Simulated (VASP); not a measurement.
Here is a VASP 6.6.1 calculation.

Contents of POSCAR:

```
SnO
1.0
    3.7925880617      0.0000000000      0.0000000000
    0.0000000000      3.7925880617      0.0000000000
    0.0000000000      0.0000000000      4.6156356110
Sn O
2 2
Direct
    0.0000000000      0.5000000000      0.2472417149
    0.5000000000      0.0000000000      0.7527582851
    0.5000000000      0.5000000000      0.0000000000
    0.0000000000      0.0000000000      0.0000000000
```

The input INCAR.step1:

```
ALGO = Normal ; EDIFF = 1E-5
ENCUT = 910 ; GGA = PE
GGA_COMPAT = F ; ISMEAR = -1
LASPH = T ; LCHARG = F
LREAL = F ; LWAVE = T
NBANDS = 28 ; NELM = 120
PREC = Accurate ; SIGMA = 0.02
```

INCAR.step2

```
ALGO = Normal ; EDIFF = 1E-6
ENCUT = 910 ; GGA_COMPAT = F
ISIF = 2 ; ISMEAR = -1
ISTART = 1 ; LASPH = T
LCHARG = T ; LELF = T
LMIXTAU = T ; LREAL = F
LVHAR = T ; LWAVE = F
METAGGA = R2SCAN ; NBANDS = 28
NELM = 120 ; PREC = Accurate
SIGMA = 0.02
```

KPOINTS

```
k-points
0
Gamma
  6 6 6
```

Potentials or basis: VASP PAW PBE potentials, release 64 (Sn_d, O_h).

Launch:

```sh
$ cat potpaw_PBE.64/Sn_d/POTCAR potpaw_PBE.64/O_h/POTCAR > POTCAR
$ cp INCAR.step1 INCAR
$ mpirun -np 1 vasp_std > vasp.out
$ cp INCAR.step2 INCAR
$ mpirun -np 1 vasp_std > vasp.out
```

(1) Predict the pressure.

(2) Predict the largest force.

Results:

(1) 2.5 GPa.

(2) 0.108 eV/Å.

Caveat: the cell differs from its parent crystal (uniaxial z strain -3.0%); the cutoff is under 1.25 times the usual one of these potentials, so pressure, stress and relaxed cells hold a basis-set (Pulay) error; the PAW data sets were made with another functional, which shifts forces and pressure a little.
